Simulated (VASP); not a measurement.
# C (P6_3/mmc) in VASP: further runs

The runs below take C through single point, with PBE.

Program: VASP 6.6.1. These are calculated values, not measurements. Logs are shortened: lines on timing, memory, paths and dates and some standing lists are left out, and cuts for length are marked.

### 1 The cell of the first run

Symmetry: P6_3/mmc, No. 194, hexagonal system. The conventional cell has a = 2.417 Å, b = 2.417 Å, c = 4.025 Å, α = 90.00°, β = 90.00°, γ = 120.00°. C (site symmetry 3m) has 4 C at 1.49 to 1.50 Å within 2.0 Å.

### 2 Single point, PBE (strain -3.4%)

Contents of INCAR:

```
SYSTEM = C
PREC     = Accurate       ! precision mode
ENCUT    = 520            ! plane-wave cutoff, eV
EDIFF    = 1E-7           ! SCF threshold, eV
ISMEAR   = -1             ! smearing method
SIGMA    = 0.02           ! smearing width, eV
LREAL    = .FALSE.        ! projectors in reciprocal space
LASPH    = .TRUE.         ! aspherical terms in the spheres
NELM     = 60             ! most SCF steps
ALGO     = Normal         ! electronic algorithm
ISIF     = 2              ! what is computed and relaxed
LWAVE    = .FALSE.        ! write WAVECAR
LCHARG   = .FALSE.        ! write CHGCAR
GGA      = PE             ! functional
NBANDS   = 16             ! bands
```

Contents of KPOINTS:

```
Automatic mesh
0
G
  12 12 6
  0 0 0
```

Contents of POSCAR:

```
C
1.0
    2.4170854502      0.0000000000      0.0000000000
   -1.2085427251      2.0932574030      0.0000000000
    0.0000000000      0.0000000000      4.0254601716
C
4
Direct
    0.3333333333      0.6666666667      0.0006205741
    0.6666666667      0.3333333333      0.5006205741
    0.3333333333      0.6666666667      0.3743794259
    0.6666666667      0.3333333333      0.8743794259
```

Potentials or basis: VASP PAW PBE potentials, release 64 (C).

On the command line:

```console
$ cat potpaw_PBE.64/C/POTCAR > POTCAR
$ mpirun -np 1 vasp_std > vasp.out
```

OUTCAR:

```text
SYSTEM = C
   PREC = Accurate
   ENCUT = 520
   EDIFF = 1E-7
   ISMEAR = -1
   LREAL = .FALSE.
   LASPH = .TRUE.
   NELM = 60
   ISIF = 2
   GGA = PE

 ion  position               nearest neighbor table
   1  0.333  0.667  0.001-   4 1.49   4 1.49   4 1.49   3 1.50
   2  0.667  0.333  0.501-   3 1.49   3 1.49   3 1.49   4 1.50
   3  0.333  0.667  0.374-   2 1.49   2 1.49   2 1.49   1 1.50
   4  0.667  0.333  0.874-   1 1.49   1 1.49   1 1.49   2 1.50

  LATTYP: Found a hexagonal cell.
 ALAT       =     2.4170854502
 C/A-ratio  =     1.6654190572

  Lattice vectors:

 A1 = (   2.4170854502,   0.0000000000,   0.0000000000)
 A2 = (  -1.2085427251,   2.0932574030,   0.0000000000)
 A3 = (   0.0000000000,   0.0000000000,   4.0254601716)

Analysis of symmetry for initial positions (statically):
=====================================================================
 Subroutine PRICEL returns:
 Original cell was already a primitive cell.

 Routine SETGRP: Setting up the symmetry group for a
 hexagonal supercell.

 Subroutine GETGRP returns: Found 24 space group operations
 (whereof  6 operations were pure point group operations)
 out of a pool of 24 trial point group operations.

The static configuration has the point symmetry C_3v.
 The point group associated with its full space group is D_6h.

Analysis of symmetry for dynamics (positions and initial velocities):
=====================================================================
 Subroutine PRICEL returns:
 Original cell was already a primitive cell.

 Routine SETGRP: Setting up the symmetry group for a
 hexagonal supercell.

 Subroutine GETGRP returns: Found 24 space group operations
 (whereof  6 operations were pure point group operations)
 out of a pool of 24 trial point group operations.

The dynamic configuration has the point symmetry C_3v.
 The point group associated with its full space group is D_6h.

 Subroutine INISYM returns: Found 24 space group operations
 (whereof  6 operations are pure point group operations),
 and found     1 'primitive' translations

----------------------------------------------------------------------------------------

                                     Primitive cell

  volume of cell :      20.3671

  direct lattice vectors                    reciprocal lattice vectors
     2.417085450  0.000000000  0.000000000     0.413721410  0.238862167  0.000000000
    -1.208542725  2.093257403  0.000000000     0.000000000  0.477724335  0.000000000
     0.000000000  0.000000000  4.025460172     0.000000000  0.000000000  0.248418804

  length of vectors
     2.417085450  2.417085450  4.025460172     0.477724335  0.477724335  0.248418804

  position of ions in fractional coordinates (direct lattice)
     0.333333333  0.666666667  0.000620574
     0.666666667  0.333333333  0.500620574
     0.333333333  0.666666667  0.374379426
     0.666666667  0.333333333  0.874379426

  ion indices of the primitive-cell ions
   primitive index   ion index
                 1           1
                 2           2
                 3           3
                 4           4

----------------------------------------------------------------------------------------

 KPOINTS: Automatic mesh

Automatic generation of k-mesh.
 Grid dimensions read from file:
 generate k-points for:   12   12    6

 Generating k-lattice:

  Cartesian coordinates                     Fractional coordinates (reciprocal lattice)
     0.034476784  0.019905181  0.000000000     0.083333333  0.000000000  0.000000000
     0.000000000  0.039810361  0.000000000     0.000000000  0.083333333  0.000000000
     0.000000000  0.000000000  0.041403134     0.000000000  0.000000000  0.166666667

  Length of vectors
     0.039810361  0.039810361  0.041403134

  Shift w.r.t. Gamma in fractional coordinates (k-lattice)
     0.000000000  0.000000000  0.000000000

 Subroutine IBZKPT returns following result:
 ===========================================

 Found     76 irreducible k-points:

 Following reciprocal coordinates:
            Coordinates               Weight
  0.000000  0.000000  0.000000      1.000000
  0.083333  0.000000  0.000000      6.000000
  0.166667 -0.000000  0.000000      6.000000
  0.250000  0.000000  0.000000      6.000000
  0.333333  0.000000  0.000000      6.000000
  0.416667  0.000000  0.000000      6.000000
[... 16 lines left out ...]
  0.250000  0.000000  0.166667     12.000000
  0.333333  0.000000  0.166667     12.000000
 [... further k-points ...]
   k-points           NKPTS =     76   k-points in BZ     NKDIM =     76   number of bands    NBANDS=     16
   number of dos      NEDOS =    301   number of ions     NIONS =      4
   total plane-waves  NPLWV =   9720
   dimension x,y,z NGX =    18 NGY =   18 NGZ =   30
   dimension x,y,z NGXF=    36 NGYF=   36 NGZF=   60
   ions per type =               4
   NGX,Y,Z   is equivalent  to a cutoff of  12.38, 12.38, 12.39 a.u.
   NGXF,Y,Z  is equivalent  to a cutoff of  24.76, 24.76, 24.78 a.u.
 SYSTEM =  C
   PREC   = accura    normal or accurate (medium, high low for compatibility)
   ISTART =      0    job   : 0-new  1-cont  2-samecut
   ICHARG =      2    charge: 1-file 2-atom 10-const
   ISPIN  =      1    spin polarized calculation?
   LNONCOLLINEAR =      F non collinear calculations
   LSORBIT =      F    spin-orbit coupling
   LASPH  =      T    aspherical Exc in radial PAW
   ENCUT  =  520.0 eV  38.22 Ry    6.18 a.u.   4.49  4.49  7.48*2*pi/ulx,y,z
   NELM   =     60;   NELMIN=  2; NELMDL= -5     # of ELM steps
   EDIFF  = 0.1E-06   stopping-criterion for ELM
   LREAL  =      F    real-space projection
   EDIFFG = 0.1E-05   stopping-criterion for IOM
   NSW    =      0    number of steps for IOM
   IBRION =     -1    ionic relax: 0-MD 1-quasi-New 2-CG
   NFREE  =      0    steps in history (QN), initial steepest desc. (CG)
   ISIF   =      2    stress and relaxation
   ISYM   =      2    0-nonsym 1-usesym 2-fastsym
   POTIM  = 0.5000    time-step for ionic-motion
   TEBEG  =    0.0;   TEEND  =   0.0 temperature during run
   PSTRESS=    0.0 pullay stress
   NELECT =      16.0000    total number of electrons
   NUPDOWN=      -1.0000    fix difference up-down
   EMIN   =  10.00;   EMAX   =-10.00  energy-range for DOS
   EFERMI =   0.00;   METHOD = LEGACY
   ISMEAR =    -1;   SIGMA  =   0.02  broadening in eV -4-tet -1-fermi 0-gaus
   EFERMI_NEDOS =   21; number of points for ismear=-14 and -15
   IALGO  =     38    algorithm
   IMIX   =      4    mixing-type and parameters
     AMIX     =   0.40;   BMIX     =  1.00
     AMIX_MAG =   1.60;   BMIX_MAG =  1.00
  volume/ion in A,a.u.               =       5.09        34.36
  Fermi-wavevector in a.u.,A,eV,Ry     =   1.510560  2.854545 31.045675  2.281793
  Thomas-Fermi vector in A             =   2.620734
   LORBIT       =      0    0 simple, 1 ext, 2 COOP (PROOUT), +10 PAW based schemes
   GGA     = PE    functional components
   LHFCALC =     F    Hartree Fock is set to
   AEXX    =    0.0000 exact exchange contribution
   IVDW    =     0    specifies the selected vdW correction
   LEPSILON=     F    determine dielectric tensor
   LRPA    =     F    only Hartree local field effects (RPA)
 non-spin polarized calculation
  energy-cutoff  :      520.00
  volume of cell :       20.37
 maximum number of plane-waves:       567
 NGX is ok and might be reduce to    18
   NGX =  9   NGY =  9   NGZ = 15

 number of electron      16.0000000 magnetization

 Free energy of the ion-electron system (eV)
  ---------------------------------------------------
  ext. energy  EPLUGINS =         0.00000000
  ---------------------------------------------------
  free energy    TOTEN  =       -35.82449600 eV

  energy without entropy =      -35.82449600  energy(sigma->0) =      -35.82449600

 E-fermi :  12.2210     XC(G=0): -13.7938

 val. band max:       11.7272098057   @ k =   0.0000   0.0000   0.0000
 cond. band min:      14.5757015931   @ k =   0.3333   0.3333   0.0000
 fundamental gap:      2.8484917874
 Fermi energy:        12.2209651423

 k-point     1 :       0.0000    0.0000    0.0000
  band No.  band energies     occupation
      1     -11.6506      2.00000
      2      -5.4456      2.00000
      3      -3.3346      2.00000
      4       8.2817      2.00000
      5       8.2817      2.00000
      6      11.0751      2.00000
[... 8 lines left out ...]
     15      28.6450      0.00000
     16      30.7452      0.00000

 k-point     2 :       0.0833    0.0000    0.0000
  band No.  band energies     occupation
      1     -11.4651      2.00000
      2      -5.2807      2.00000
      3      -3.1559      2.00000
      4       7.3729      2.00000
      5       7.8816      2.00000
      6      10.7925      2.00000
[... 8 lines left out ...]
     15      28.7995      0.00000
     16      29.5571      0.00000

 k-point     3 :       0.1667   -0.0000    0.0000
  band No.  band energies     occupation
      1     -10.9097      2.00000
      2      -4.7871      2.00000
      3      -2.6290      2.00000
      4       5.2214      2.00000
      5       6.9774      2.00000
      6       9.1213      2.00000
[... 8 lines left out ...]
     15      27.3047      0.00000
     16      29.2416      0.00000

 k-point     4 :       0.2500    0.0000    0.0000
  band No.  band energies     occupation
      1      -9.9907      2.00000
      2      -3.9694      2.00000
      3      -1.7951      2.00000
      4       2.6397      2.00000
      5       6.0061      2.00000
      6       6.8997      2.00000
[... 8 lines left out ...]
     15      27.3232      0.00000
     16      29.0019      0.00000
[... 324 lines left out ...]
 k-point    22 :       0.1667   -0.0000    0.1667
  band No.  band energies     occupation
      1     -10.7091      2.00000
      2      -6.0887      2.00000
      3      -1.0061      2.00000
      4       5.3956      2.00000
      5       7.1482      2.00000
      6       8.5352      2.00000
[... 8 lines left out ...]
     15      27.7407      0.00000
     16      28.9938      0.00000

 k-point    23 :       0.2500    0.0000    0.1667
  band No.  band energies     occupation
      1      -9.7916      2.00000
      2      -5.2288      2.00000
      3      -0.2593      2.00000
      4       2.8423      2.00000
      5       6.1810      2.00000
      6       6.2743      2.00000
[... 8 lines left out ...]
     15      26.5860      0.00000
     16      28.9583      0.00000

 k-point    24 :       0.3333    0.0000    0.1667
  band No.  band energies     occupation
      1      -8.5264      2.00000
      2      -4.0517      2.00000
      3      -0.1882      2.00000
      4       1.1743      2.00000
      5       3.9353      2.00000
      6       5.3892      2.00000
[... 8 lines left out ...]
     15      27.5012      0.00000
     16      30.2184      0.00000

 [... further k-points ...]

------------------------ aborting loop because EDIFF is reached ----------------------------------------

  FORCE on cell =-STRESS in cart. coord.  units (eV):
  Direction    XX          YY          ZZ          XY          YZ          ZX
  --------------------------------------------------------------------------------------
  -------------------------------------------------------------------------------------
  Total        7.8968236      7.8968236      7.9804745      0.0000000      0.0000000     -0.0000000
  in kB      621.2020024    621.2020024    627.7823798      0.0000000      0.0000000     -0.0000000
  external PRESSURE =     623.3954615 kB  Pullay stress =       0.0000000 kB

 VOLUME and BASIS-vectors are now :
 -----------------------------------------------------------------------------
  energy-cutoff  :      520.00
  volume of cell :       20.37
      direct lattice vectors                 reciprocal lattice vectors
     2.417085450  0.000000000  0.000000000     0.413721410  0.238862167  0.000000000
    -1.208542725  2.093257403  0.000000000     0.000000000  0.477724335  0.000000000
     0.000000000  0.000000000  4.025460172     0.000000000  0.000000000  0.248418804

 POSITION                                       TOTAL-FORCE (eV/Angst)
 -----------------------------------------------------------------------------------
     -0.00000      1.39550      0.00250        -0.000000      0.000000      0.018810
      1.20854      0.69775      2.01523         0.000000      0.000000      0.018810
     -0.00000      1.39550      1.50705        -0.000000     -0.000000     -0.018810
      1.20854      0.69775      3.51978         0.000000      0.000000     -0.018810
 -----------------------------------------------------------------------------------
    total drift:                               -0.000000      0.000000     -0.000029

  FREE ENERGIE OF THE ION-ELECTRON SYSTEM (eV)
  ---------------------------------------------------
  free  energy   TOTEN  =       -35.8244959976 eV

  energy  without entropy=      -35.8244959976  energy(sigma->0) =      -35.82449600
```

Run time: 11 s. Hardware: 1 thread of AMD EPYC 9R45 (Zen 5), shared host; peak memory 0.1 GiB.

Results:

```
Free energy            : -35.8245 eV
Pressure               : 62.3 GPa
Largest force          : 0.019 eV/Å
Band gap on the k mesh : 2.85 eV, indirect (least direct gap 5.11 eV)
```

Forces on the atoms (eV/Å):
```
C    0.000  0.000  0.019
C    0.000  0.000  0.019
C    0.000  0.000 -0.019
C    0.000  0.000 -0.019
```

Caveat: the cell differs from its parent crystal (strain -3.4%). A k mesh can miss the band edges.

### 3 Single point, PBE (uniaxial z strain +3.4%)

Contents of INCAR:

```
  PREC = Accurate
  ENCUT = 520
  EDIFF = 1E-7
  ISMEAR = -1
  SIGMA = 0.02
  LREAL = False
  LASPH = True
  NELM = 100
  ALGO = Normal
  ISIF = 2
  LWAVE = False
  LCHARG = False
  GGA = PE
  NBANDS = 16
```

Contents of KPOINTS:

```
Automatic mesh
0
Gamma
  12 12 6
```

Contents of POSCAR:

```
C
1.0
    2.5031953710      0.0000000000      0.0000000000
   -1.2515976855      2.1678307819      0.0000000000
    0.0000000000      0.0000000000      4.3114446039
C
4
Direct
    0.3333333333      0.6666666667     -0.0003803633
    0.6666666667      0.3333333333      0.4996196367
    0.3333333333      0.6666666667      0.3753803633
    0.6666666667      0.3333333333      0.8753803633
```

Potentials or basis: VASP PAW PBE potentials, release 64 (C).

On the command line:

```console
$ cat potpaw_PBE.64/C/POTCAR > POTCAR
$ mpirun -np 1 vasp_std > vasp.out
```

Wall time 14 s (1 thread of AMD EPYC 9R45 (Zen 5), shared host); peak memory 0.11 GiB.

It converged, with:

```yaml
Free_energy: -36.1904 eV
Pressure: -8.7 GPa
Largest_force: 0.063 eV/Å
Band_gap_on_the_k_mesh: 3.50 eV, indirect (least direct gap 4.30 eV)
```

Forces in eV/Å, atoms in the order of the input:
```
C    0.000  0.000  0.063
C    0.000  0.000  0.063
C    0.000  0.000 -0.063
C    0.000  0.000 -0.063
```

Stress tensor (GPa, compression positive):
```
  4.50   0.00   0.00
  0.00   4.50   0.00
  0.00   0.00 -35.19
```

Levels at points of the mesh, in eV from the valence-band top:
```csv
k point,band 4,band 5,band 6,band 7,band 8,band 9,band 10,band 11,band 12,band 13
"(0.00, 0.00, 0.00)",-2.62,-2.62,-0.34,0.00,0.00,4.30,5.41,5.41,8.67,9.40
"(0.50, 0.00, 0.00)",-10.11,-8.71,-6.00,-5.49,-3.15,4.94,7.96,8.09,8.63,9.94
"(0.00, 0.00, 0.50)",-7.13,-1.54,-1.54,-1.54,-1.54,7.40,7.40,7.40,7.40,7.87
"(0.50, 0.00, 0.50)",-12.67,-4.80,-4.80,-4.73,-4.73,5.82,5.82,6.19,6.19,12.39
```

Caveat: the cell differs from its parent crystal (uniaxial z strain +3.4%).
